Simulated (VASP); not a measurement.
# Cd: single point with PBE

Crystal: Cd.

```
Cd
1.0
     3.05226    0.00000    0.00000
     0.00000    3.05226    0.00000
     0.00000    0.00000    3.05226
Cd
1
Direct
  0.00000 0.00000 0.00000
```

This isn't the form of Cd at room conditions, which is hcp.

```
Program                : VASP 6.6.1
Task                   : single point
Functional             : PBE
Potentials or basis    : VASP PAW PBE potentials, release 64 (Cd)
Cutoff                 : 520 eV
k mesh                 : 14 × 14 × 14
Occupations            : fermi-dirac, width 0.05 eV
Spin                   : no spin polarisation
Dipole correction      : no
Further INCAR settings : ALGO = Normal; EDIFF = 1e-06; NBANDS = 12
```

```yaml
Pressure: -1.3 GPa
Band_gap_on_the_k_mesh: zero (bands 6 and 7 overlap by 6.13 eV)
```

Levels at points of the mesh, in eV from the Fermi level:
```csv
k point,band 4,band 5,band 6,band 7,band 8,band 9
"(0.00, 0.00, 0.00)",-8.12,-8.12,-7.08,9.41,9.41,9.41
"(0.50, 0.00, 0.00)",-8.46,-8.09,-2.71,-1.81,12.90,12.90
"(0.50, 0.50, 0.00)",-8.40,-7.80,1.25,1.25,1.42,5.54
"(0.50, 0.50, 0.50)",-7.78,-7.78,4.32,4.32,4.32,6.34
```

Wall time 24 s on 1 thread of Intel Xeon 8259CL (shared host), peak memory 0.16 GiB.
